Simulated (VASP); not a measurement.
# TaMo4: relaxation of cell and atoms with PBE

The system is TaMo4.

```
Ta Mo
1.0
     5.93037    0.00000    0.00000
     0.00000    5.93037    0.00000
     0.00000    0.00000    2.66692
Ta Mo
1 4
Direct
  0.00000 0.00000 0.50000
  0.20028 0.50000 0.50000
  0.79972 0.50000 0.50000
  0.50000 0.79972 0.50000
  0.50000 0.20028 0.50000
```

The cell was built from a structure type or drawn by symmetry, and may not be a known phase.

```json
{
 "Program": "VASP 6.6.1",
 "Task": "relaxation of cell and atoms",
 "Functional": "PBE",
 "Potentials or basis": "VASP PAW PBE potentials, release 64 (Ta_pv, Mo_sv)",
 "Cutoff": "600 eV",
 "k mesh": "4 × 4 × 6",
 "Occupations": "gaussian, width 0.1 eV",
 "Spin": "no spin polarisation",
 "Dipole correction": "no",
 "Further INCAR settings": "ALGO = Fast; EDIFF = 1e-06; IBRION = 2; EDIFFG = -0.04; NSW = 90; ISIF = 3"
}
```

| Item | Value |
| --- | --- |
| Relaxed volume | 18.68 Å³/atom |
| Relaxed cell | a = 5.971 Å, b = 5.971 Å, c = 2.620 Å, α = 90.00°, β = 90.00°, γ = 90.00° |
| Space group after relaxing (to 0.1 Å) | P4/mmm (No. 123) |
| Energy gained by relaxing | 9.5 meV/atom |
| Ionic steps | 5 |
| Pressure after relaxing | -0.1 GPa |
| Largest force after relaxing | 0.019 eV/Å |
| Band gap on the k mesh | zero (an odd number of electrons rules out a gap without spin polarisation) |

Forces in eV/Å, atoms in the order of the input:
```
Ta   0.000  0.000  0.000
Mo  -0.019  0.000  0.000
Mo   0.019  0.000  0.000
Mo   0.000  0.019  0.000
Mo   0.000 -0.019  0.000
```

Stress tensor (GPa, compression positive):
```
-0.21  0.00  0.00
 0.00 -0.21  0.00
 0.00  0.00 -0.01
```

Step by step:
```
step  energy change (eV)  largest force (eV/Å)  pressure (GPa)  volume (Å³)
   1              0.0000                0.1750           -0.74        93.79
   2             -0.0048                0.0533            1.72        92.55
   3             -0.0464                0.1170            0.29        93.15
   4             -0.0471                0.0321           -0.36        93.53
   5             -0.0474                0.0191           -0.14        93.40
```

Final structure:
```xyz
5
Lattice="5.9710 0.0000 0.0000 0.0000 5.9710 0.0000 0.0000 0.0000 2.6196" Properties=species:S:1:pos:R:3 pbc="T T T"
Ta    0.0000    0.0000    1.3098
Mo    1.1878    2.9855    1.3098
Mo    4.7832    2.9855    1.3098
Mo    2.9855    4.7832    1.3098
Mo    2.9855    1.1878    1.3098
```

Levels at points of the mesh, in eV from the Fermi level:
| k point | band 29 | band 30 | band 31 | band 32 | band 33 | band 34 | band 35 | band 36 | band 37 | band 38 |
| --- | --- | --- | --- | --- | --- | --- | --- | --- | --- | --- |
| (0.00, 0.00, 0.00) | -1.80 | -1.49 | -1.49 | -1.38 | -0.70 | -0.09 | 0.30 | 1.53 | 1.81 | 1.92 |
| (0.50, 0.00, 0.00) | -2.37 | -2.25 | -1.48 | -0.19 | 0.17 | 0.56 | 0.79 | 0.97 | 1.01 | 1.48 |
| (0.50, 0.50, 0.00) | -2.22 | -1.90 | -1.82 | -1.82 | -1.36 | 1.02 | 1.02 | 1.23 | 1.23 | 1.37 |
| (0.00, 0.00, 0.50) | -0.88 | -0.88 | -0.43 | 0.01 | 0.24 | 0.72 | 0.77 | 0.93 | 0.93 | 1.04 |
| (0.50, 0.00, 0.50) | -1.65 | -1.48 | -0.83 | -0.59 | -0.51 | -0.17 | 0.35 | 1.02 | 1.14 | 2.11 |
| (0.50, 0.50, 0.50) | -1.38 | -0.69 | -0.58 | -0.54 | -0.54 | -0.21 | -0.21 | -0.08 | 0.96 | 2.24 |

Wall time 2.8 min on 1 thread of Intel(R) Xeon(R) 6975P-C (Granite Rapids), on a shared host, peak memory 0.29 GiB.

Caveat: the k points lie up to 0.40 Å⁻¹ apart in the final cell, too coarse for converged energies and pressures of a metal; spin-orbit coupling is left out, which moves the levels of the heavy elements.
